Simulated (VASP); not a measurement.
# Pt (P-1) in VASP: notebook

The runs below take Pt through single point, relaxation of cell and atoms, with LDA.

All numbers are computed with VASP 6.6.1; they aren't measurements. Logs are shortened: lines on timing, memory, paths and dates and some standing lists are left out, and cuts for length are marked.

**1. The cell of the first run**

The typed cell holds 2 atoms: a = 2.708 Å, b = 2.708 Å, c = 4.678 Å, α = 90.00°, β = 90.00°, γ = 120.00°.

**2. Single point, LDA (atoms moved at random)**

The input, INCAR:

```
SYSTEM = Pt
PREC = Accurate
ENCUT = 520
EDIFF = 1E-6
ISMEAR = 0
SIGMA = 0.15
LREAL = .FALSE.
LASPH = .TRUE.
NELM = 60
ALGO = Fast
ISIF = 2
LWAVE = .FALSE.
LCHARG = .TRUE.
GGA = CA
LELF = .TRUE.
LVHAR = .TRUE.
NBANDS = 17
```

The input, KPOINTS:

```
Automatic mesh
0
G
  12 12 8
  0 0 0
```

The input, POSCAR:

```
Pt
1.0
    2.7079582014      0.0000000000      0.0000000000
   -1.3539791007      2.3451605948      0.0000000000
    0.0000000000      0.0000000000      4.6781625695
Pt
2
Direct
    0.7244351178      0.4353259053      0.7596112950
    0.2755648822      0.5646740947      0.2403887050
```

Potentials or basis: VASP PAW LDA potentials, release 64 (Pt).

Launch:

```bash
$ cat potpaw_LDA.64/Pt/POTCAR > POTCAR
$ mpirun -np 1 vasp_std > vasp.out
```

OUTCAR:

```text
SYSTEM = Pt
   PREC = Accurate
   ENCUT = 520
   EDIFF = 1E-6
   ISMEAR = 0
   LREAL = .FALSE.
   LASPH = .TRUE.
   NELM = 60
   ISIF = 2
   GGA = CA

 ion  position               nearest neighbor table
   1  0.724  0.435  0.760-   2 2.62   2 2.66   2 2.78   2 2.82   2 3.04   2 3.17   2 3.47
   2  0.276  0.565  0.240-   1 2.62   1 2.66   1 2.78   1 2.82   1 3.04   1 3.17   1 3.47

  LATTYP: Found a hexagonal cell.
 ALAT       =     2.7079582014
 C/A-ratio  =     1.7275608490

  Lattice vectors:

 A1 = (   2.7079582014,   0.0000000000,   0.0000000000)
 A2 = (  -1.3539791007,   2.3451605948,   0.0000000000)
 A3 = (   0.0000000000,   0.0000000000,   4.6781625695)

Analysis of symmetry for initial positions (statically):
=====================================================================
 Subroutine PRICEL returns:
 Original cell was already a primitive cell.

 Routine SETGRP: Setting up the symmetry group for a
 hexagonal supercell.

 Subroutine GETGRP returns: Found  2 space group operations
 (whereof  2 operations were pure point group operations)
 out of a pool of 24 trial point group operations.

The static configuration has the point symmetry S_2 .

Analysis of symmetry for dynamics (positions and initial velocities):
=====================================================================
 Subroutine PRICEL returns:
 Original cell was already a primitive cell.

 Routine SETGRP: Setting up the symmetry group for a
 hexagonal supercell.

 Subroutine GETGRP returns: Found  2 space group operations
 (whereof  2 operations were pure point group operations)
 out of a pool of 24 trial point group operations.

The dynamic configuration has the point symmetry S_2 .

 Subroutine INISYM returns: Found  2 space group operations
 (whereof  2 operations are pure point group operations),
 and found     1 'primitive' translations

----------------------------------------------------------------------------------------

                                     Primitive cell

  volume of cell :      29.7091

  direct lattice vectors                    reciprocal lattice vectors
     2.707958201  0.000000000  0.000000000     0.369281919  0.213205015  0.000000000
    -1.353979101  2.345160595  0.000000000     0.000000000  0.426410030  0.000000000
     0.000000000  0.000000000  4.678162570     0.000000000  0.000000000  0.213759138

  length of vectors
     2.707958201  2.707958201  4.678162570     0.426410030  0.426410030  0.213759138

  position of ions in fractional coordinates (direct lattice)
     0.724435118  0.435325905  0.759611295
     0.275564882  0.564674095  0.240388705

  ion indices of the primitive-cell ions
   primitive index   ion index
                 1           1
                 2           2

----------------------------------------------------------------------------------------

 KPOINTS: Automatic mesh

Automatic generation of k-mesh.
 Grid dimensions read from file:
 generate k-points for:   12   12    8

 Generating k-lattice:

  Cartesian coordinates                     Fractional coordinates (reciprocal lattice)
     0.030773493  0.017767085  0.000000000     0.083333333  0.000000000  0.000000000
     0.000000000  0.035534169  0.000000000     0.000000000  0.083333333  0.000000000
     0.000000000  0.000000000  0.026719892     0.000000000  0.000000000  0.125000000

  Length of vectors
     0.035534169  0.035534169  0.026719892

  Shift w.r.t. Gamma in fractional coordinates (k-lattice)
     0.000000000  0.000000000  0.000000000

 Subroutine IBZKPT returns following result:
 ===========================================

 Found    580 irreducible k-points:

 Following reciprocal coordinates:
            Coordinates               Weight
  0.000000  0.000000  0.000000      1.000000
  0.083333  0.000000  0.000000      2.000000
  0.000000  0.083333  0.000000      2.000000
 -0.083333  0.083333  0.000000      2.000000
  0.166667 -0.000000  0.000000      2.000000
  0.000000  0.166667  0.000000      2.000000
[... 16 lines left out ...]
  0.166667  0.083333  0.000000      2.000000
 -0.083333  0.250000  0.000000      2.000000
 [... further k-points ...]
   k-points           NKPTS =    580   k-points in BZ     NKDIM =    580   number of bands    NBANDS=     17
   number of dos      NEDOS =    301   number of ions     NIONS =      2
   total plane-waves  NPLWV =  14400
   dimension x,y,z NGX =    20 NGY =   20 NGZ =   36
   dimension x,y,z NGXF=    40 NGYF=   40 NGZF=   72
   ions per type =               2
   NGX,Y,Z   is equivalent  to a cutoff of  12.28, 12.28, 12.79 a.u.
   NGXF,Y,Z  is equivalent  to a cutoff of  24.56, 24.56, 25.59 a.u.
 SYSTEM =  Pt
   PREC   = accura    normal or accurate (medium, high low for compatibility)
   ISTART =      0    job   : 0-new  1-cont  2-samecut
   ICHARG =      2    charge: 1-file 2-atom 10-const
   ISPIN  =      1    spin polarized calculation?
   LNONCOLLINEAR =      F non collinear calculations
   LSORBIT =      F    spin-orbit coupling
   LASPH  =      T    aspherical Exc in radial PAW
   ENCUT  =  520.0 eV  38.22 Ry    6.18 a.u.   5.04  5.04  8.70*2*pi/ulx,y,z
   NELM   =     60;   NELMIN=  2; NELMDL= -5     # of ELM steps
   EDIFF  = 0.1E-05   stopping-criterion for ELM
   LREAL  =      F    real-space projection
   EDIFFG = 0.1E-04   stopping-criterion for IOM
   NSW    =      0    number of steps for IOM
   IBRION =     -1    ionic relax: 0-MD 1-quasi-New 2-CG
   NFREE  =      0    steps in history (QN), initial steepest desc. (CG)
   ISIF   =      2    stress and relaxation
   ISYM   =      2    0-nonsym 1-usesym 2-fastsym
   POTIM  = 0.5000    time-step for ionic-motion
   TEBEG  =    0.0;   TEEND  =   0.0 temperature during run
   PSTRESS=    0.0 pullay stress
   NELECT =      20.0000    total number of electrons
   NUPDOWN=      -1.0000    fix difference up-down
   EMIN   =  10.00;   EMAX   =-10.00  energy-range for DOS
   EFERMI =   0.00;   METHOD = LEGACY
   ISMEAR =     0;   SIGMA  =   0.15  broadening in eV -4-tet -1-fermi 0-gaus
   EFERMI_NEDOS =   21; number of points for ismear=-14 and -15
   IALGO  =     68    algorithm
   IMIX   =      4    mixing-type and parameters
     AMIX     =   0.40;   BMIX     =  1.00
     AMIX_MAG =   1.60;   BMIX_MAG =  1.00
  volume/ion in A,a.u.               =      14.85       100.24
  Fermi-wavevector in a.u.,A,eV,Ry     =   1.434790  2.711359 28.009241  2.058621
  Thomas-Fermi vector in A             =   2.554159
   LORBIT       =      0    0 simple, 1 ext, 2 COOP (PROOUT), +10 PAW based schemes
   GGA     = CA    functional components
   LHFCALC =     F    Hartree Fock is set to
   AEXX    =    0.0000 exact exchange contribution
   IVDW    =     0    specifies the selected vdW correction
   LEPSILON=     F    determine dielectric tensor
   LRPA    =     F    only Hartree local field effects (RPA)
 non-spin polarized calculation
 RMM-DIIS sequential band-by-band and
 Gauss-broadening in eV      SIGMA  =   0.15
  energy-cutoff  :      520.00
  volume of cell :       29.71
 maximum number of plane-waves:       825
   NGX = 11   NGY = 11   NGZ = 17

 number of electron      20.0000001 magnetization

 Free energy of the ion-electron system (eV)
  ---------------------------------------------------
  ext. energy  EPLUGINS =         0.00000000
  ---------------------------------------------------
  free energy    TOTEN  =       -14.91025336 eV

  energy without entropy =      -14.88242601  energy(sigma->0) =      -14.89633969

 E-fermi :  11.4193     XC(G=0): -13.7608

 val. band max:       11.4182057412   @ k =  -0.2500   0.4167  -0.1250
 cond. band min:      11.4194370389   @ k =  -0.4167   0.4167   0.3750
 fundamental gap:      0.0012312977
 Fermi energy:        11.4192882257

 k-point     1 :       0.0000    0.0000    0.0000
  band No.  band energies     occupation
      1       1.0142      2.00000
      2       3.7017      2.00000
      3       6.4655      2.00000
      4       7.4410      2.00000
      5       7.9175      2.00000
      6       8.1173      2.00000
[... 9 lines left out ...]
     16      27.5170      0.00000
     17      31.4721      0.00000

 k-point     2 :       0.0833    0.0000    0.0000
  band No.  band energies     occupation
      1       1.2824      2.00000
      2       3.9630      2.00000
      3       6.5297      2.00000
      4       7.3408      2.00000
      5       8.0564      2.00000
      6       8.1494      2.00000
[... 9 lines left out ...]
     16      27.9252      0.00000
     17      30.6013      0.00000

 k-point     3 :       0.0000    0.0833    0.0000
  band No.  band energies     occupation
      1       1.2704      2.00000
      2       3.9122      2.00000
      3       6.5210      2.00000
      4       7.6502      2.00000
      5       7.8158      2.00000
      6       8.0263      2.00000
[... 9 lines left out ...]
     16      27.5647      0.00000
     17      30.8216      0.00000

 k-point     4 :      -0.0833    0.0833    0.0000
  band No.  band energies     occupation
      1       1.2820      2.00000
      2       3.9617      2.00000
      3       6.5356      2.00000
      4       7.3454      2.00000
      5       8.0531      2.00000
      6       8.0956      2.00000
[... 9 lines left out ...]
     16      27.9221      0.00000
     17      30.5415      0.00000

 k-point     5 :       0.1667   -0.0000    0.0000
  band No.  band energies     occupation
      1       2.0420      2.00000
      2       4.6599      2.00000
      3       6.5397      2.00000
      4       7.0352      2.00000
      5       7.7686      2.00000
      6       8.1440      2.00000
[... 9 lines left out ...]
     16      28.8129      0.00000
     17      29.4317      0.00000

 k-point     6 :       0.0000    0.1667    0.0000
  band No.  band energies     occupation
      1       1.9753      2.00000
      2       4.3954      2.00000
      3       6.6369      2.00000
      4       7.3178      2.00000
      5       7.6809      2.00000
      6       7.9474      2.00000
[... 9 lines left out ...]
     16      28.2750      0.00000
     17      29.3118      0.00000

 k-point     7 :      -0.1667    0.1667    0.0000
  band No.  band energies     occupation
      1       2.0397      2.00000
      2       4.6540      2.00000
      3       6.5610      2.00000
      4       7.0403      2.00000
      5       7.7166      2.00000
      6       8.1040      2.00000
[... 9 lines left out ...]
     16      28.7846      0.00000
     17      29.3609      0.00000

 k-point     8 :       0.2500   -0.0000    0.0000
  band No.  band energies     occupation
      1       3.1277      2.00000
      2       5.2826      2.00000
      3       6.5812      2.00000
      4       6.6799      2.00000
      5       6.9846      2.00000
      6       7.6139      2.00000
[... 9 lines left out ...]
     16      28.1748      0.00000
     17      30.0375      0.00000
[... 203 lines left out ...]
      1       4.5952      2.00000
      2       4.7314      2.00000
      3       5.5270      2.00000
      4       6.7853      2.00000
      5       7.7712      2.00000
      6       7.9420      2.00000
[... 9 lines left out ...]
     16      24.2923      0.00000
     17      24.9922      0.00000

 k-point    20 :       0.0833    0.0833    0.0000
  band No.  band energies     occupation
      1       1.7729      2.00000
      2       4.3477      2.00000
      3       6.5394      2.00000
      4       7.3442      2.00000
      5       7.8406      2.00000
      6       8.0443      2.00000
[... 9 lines left out ...]
     16      28.0932      0.00000
     17      29.9241      0.00000

 k-point    21 :      -0.0833    0.1667    0.0000
  band No.  band energies     occupation
      1       1.7718      2.00000
      2       4.3449      2.00000
      3       6.5532      2.00000
      4       7.3370      2.00000
      5       7.8152      2.00000
      6       8.0081      2.00000
[... 9 lines left out ...]
     16      28.0738      0.00000
     17      29.8009      0.00000

 k-point    22 :      -0.1667    0.0833    0.0000
  band No.  band energies     occupation
      1       1.8068      2.00000
      2       4.4828      2.00000
      3       6.6409      2.00000
      4       7.1361      2.00000
      5       7.8385      2.00000
      6       8.0379      2.00000
[... 9 lines left out ...]
     16      28.9598      0.00000
     17      29.2198      0.00000

 k-point    23 :       0.1667    0.0833    0.0000
  band No.  band energies     occupation
      1       2.7065      2.00000
      2       5.1337      2.00000
      3       6.3442      2.00000
      4       6.8621      2.00000
      5       7.0582      2.00000
      6       7.7844      2.00000
[... 9 lines left out ...]
     16      28.9158      0.00000
     17      29.3465      0.00000

 k-point    24 :      -0.0833    0.2500    0.0000
  band No.  band energies     occupation
      1       2.6238      2.00000
      2       4.8205      2.00000
      3       6.4907      2.00000
      4       6.7882      2.00000
      5       7.4009      2.00000
      6       7.9410      2.00000
[... 9 lines left out ...]
     16      28.2852      0.00000
     17      30.0363      0.00000

 [... further k-points ...]
[... 5 lines left out ...]
  --------------------------------------------------------------------------------------
  -------------------------------------------------------------------------------------
  Total        0.2715258      0.3791605      0.8783227      0.0577788      0.1638348      0.1232101
  in kB       14.6430584     20.4476719     47.3668874      3.1159391      8.8354140      6.6445740
  external PRESSURE =      27.4858726 kB  Pullay stress =       0.0000000 kB

 VOLUME and BASIS-vectors are now :
 -----------------------------------------------------------------------------
  energy-cutoff  :      520.00
  volume of cell :       29.71
      direct lattice vectors                 reciprocal lattice vectors
     2.707958201  0.000000000  0.000000000     0.369281919  0.213205015  0.000000000
    -1.353979101  2.345160595  0.000000000     0.000000000  0.426410030  0.000000000
     0.000000000  0.000000000  4.678162570     0.000000000  0.000000000  0.213759138

 POSITION                                       TOTAL-FORCE (eV/Angst)
 -----------------------------------------------------------------------------------
      1.37232      1.02091      3.55359        -0.121756      0.185671     -1.246584
     -0.01834      1.32425      1.12458         0.121756     -0.185671      1.246584
 -----------------------------------------------------------------------------------
    total drift:                                0.000000     -0.000000     -0.000000

  FREE ENERGIE OF THE ION-ELECTRON SYSTEM (eV)
  ---------------------------------------------------
  free  energy   TOTEN  =       -14.9102533619 eV

  energy  without entropy=      -14.8824260102  energy(sigma->0) =      -14.89633969
```

It took 1.7 min on 1 thread of Intel Xeon 6975P-C (Granite Rapids), shared host; peak memory 0.33 GiB.

What came out:

```
Free energy            : -14.9103 eV
Pressure               : 2.7 GPa
Largest force          : 1.266 eV/Å
Band gap on the k mesh : zero (band 10 reaches 12.01 eV, above the bottom of band 11 at 10.28 eV)
```

Forces on the atoms (eV/Å):
```
Pt  -0.122  0.186 -1.247
Pt   0.122 -0.186  1.247
```

Stress tensor (GPa, compression positive):
```
1.46 0.31 0.66
0.31 2.04 0.88
0.66 0.88 4.74
```

Caveat: the cell differs from its parent crystal (atoms moved at random); spin-orbit coupling is left out, which moves the levels of the heavy elements; forces of over 1 eV/Å act on the atoms, so gaps and moduli don't describe the material at rest.

**3. Relaxation of cell and atoms, LDA (all atoms moved at random, sigma 0.25 Å a component)**

The input, INCAR:

```
PREC     = Accurate       # precision mode
ENCUT    = 600            # plane-wave cutoff, eV
EDIFF    = 1E-6           # SCF threshold, eV
ISMEAR   = 0              # smearing method
SIGMA    = 0.15           # smearing width, eV
LREAL    = F              # projectors in reciprocal space
LASPH    = T              # aspherical terms in the spheres
NELM     = 60             # most SCF steps
ALGO     = Fast           # electronic algorithm
ISIF     = 3              # what is computed and relaxed
LWAVE    = F              # write WAVECAR
LCHARG   = F              # write CHGCAR
IBRION   = 2              # ionic algorithm
NSW      = 100            # ionic steps
EDIFFG   = -0.01          # ionic threshold
```

The input, KPOINTS:

```
Automatic mesh
0
Gamma
  12 12 8
```

POSCAR is that of step 2.

Potentials or basis: VASP PAW LDA potentials, release 64 (Pt).

Launch:

```bash
$ cat potpaw_LDA.64/Pt/POTCAR > POTCAR
$ mpirun -np 1 vasp_std > vasp.out
```

Wall time 31 min (1 thread of Intel Xeon 6975P-C (Granite Rapids), shared host); peak memory 0.46 GiB.

The run converged. Its results:

| Property | Result |
| --- | --- |
| Free energy | -15.0088 eV |
| Relaxed volume | 14.96 Å³/atom |
| Relaxed cell | a = 2.686 Å, b = 2.711 Å, c = 4.731 Å, α = 90.13°, β = 90.01°, γ = 119.70° |
| Space group after relaxing (to 0.05 Å) | I4/mmm (No. 139) |
| Energy gained by relaxing | 49.2 meV/atom |
| Ionic steps | 35 |
| Pressure after relaxing | 0.0 GPa |
| Largest force after relaxing | 0.008 eV/Å |
| Band gap on the k mesh | zero (band 10 reaches 11.92 eV, above the bottom of band 11 at 9.93 eV) |

Forces on the atoms (eV/Å):
```
Pt   0.007 -0.005 -0.001
Pt  -0.007  0.005  0.001
```

Stress tensor (GPa, compression positive):
```
-0.01  0.00  0.02
 0.00  0.06  0.00
 0.02  0.00 -0.07
```

The path:
```csv
step,energy change (eV),largest force (eV/Å),pressure (GPa),volume (Å³)
1,0.0000,1.2690,3.03,29.71
2,-0.0247,0.4052,-9.20,30.93
3,-0.0499,0.3266,-4.83,30.39
4,-0.0240,0.7173,10.23,29.03
5,-0.0626,0.2237,0.17,29.87
6,-0.0667,0.2073,0.30,29.87
7,-0.0736,0.1778,0.62,29.85
8,-0.0715,0.1538,1.65,29.80
9,-0.0756,0.1690,0.94,29.83
10,-0.0775,0.1556,0.58,29.86
11,-0.0822,0.1462,-0.37,29.96
12,-0.0874,0.1385,-2.39,30.17
13,-0.0919,0.1336,-0.77,30.01
14,-0.0936,0.1295,0.45,29.88
15,-0.0937,0.1293,0.93,29.84
16,-0.0949,0.1158,0.57,29.87
17,-0.0957,0.1028,0.19,29.91
18,-0.0956,0.0853,-0.62,29.98
19,-0.0959,0.0964,-0.18,29.94
20,-0.0970,0.0768,-0.09,29.93
21,-0.0975,0.0683,-0.01,29.92
22,-0.0974,0.0559,0.15,29.90
23,-0.0977,0.0696,0.05,29.91
24,-0.0976,0.0597,0.08,29.91
25,-0.0977,0.0652,0.07,29.91
26,-0.0982,0.0366,-0.04,29.92
27,-0.0984,0.0235,-0.11,29.93
28,-0.0984,0.0227,-0.23,29.94
29,-0.0984,0.0201,-0.15,29.93
30,-0.0984,0.0148,-0.19,29.94
31,-0.0984,0.0160,-0.18,29.94
32,-0.0984,0.0078,0.34,29.89
33,-0.0985,0.0127,0.15,29.91
34,-0.0985,0.0056,-0.06,29.92
35,-0.0985,0.0084,-0.01,29.92
```

Final structure:
```
CELL_PARAMETERS angstrom
2.68596 0.00005 -0.00036
-1.34309 2.35449 -0.00319
-0.00034 -0.00650 4.73075
ATOMIC_POSITIONS crystal
Pt 0.75026 0.50113 0.75001
Pt 0.24974 0.49887 0.24999
```

Levels at points of the mesh, in eV from the Fermi level:
```csv
k point,band 7,band 8,band 9,band 10,band 11,band 12,band 13,band 14
"(0.00, 0.00, 0.00)",-2.98,-2.89,-1.56,-1.00,-0.36,0.64,5.24,14.91
"(0.50, 0.00, 0.00)",-1.91,-1.87,0.47,0.48,3.20,3.20,8.70,8.70
"(0.00, 0.50, 0.00)",-0.96,0.22,0.25,0.65,0.78,5.34,5.42,5.50
"(0.50, 0.50, 0.00)",-1.90,-1.88,0.47,0.48,3.19,3.21,8.69,8.71
"(0.00, 0.00, 0.50)",-3.42,-3.42,-1.36,-1.35,-1.02,-1.02,12.01,12.01
"(0.50, 0.00, 0.50)",0.41,0.42,0.60,0.61,0.62,0.64,7.55,7.57
"(0.00, 0.50, 0.50)",-2.10,-2.10,0.45,0.45,3.35,3.35,5.29,5.29
"(0.50, 0.50, 0.50)",0.41,0.42,0.60,0.61,0.63,0.64,7.55,7.57
```

Caveat: the cell differs from its parent crystal (all atoms moved at random, sigma 0.25 Å a component); spin-orbit coupling is left out, which moves the levels of the heavy elements.
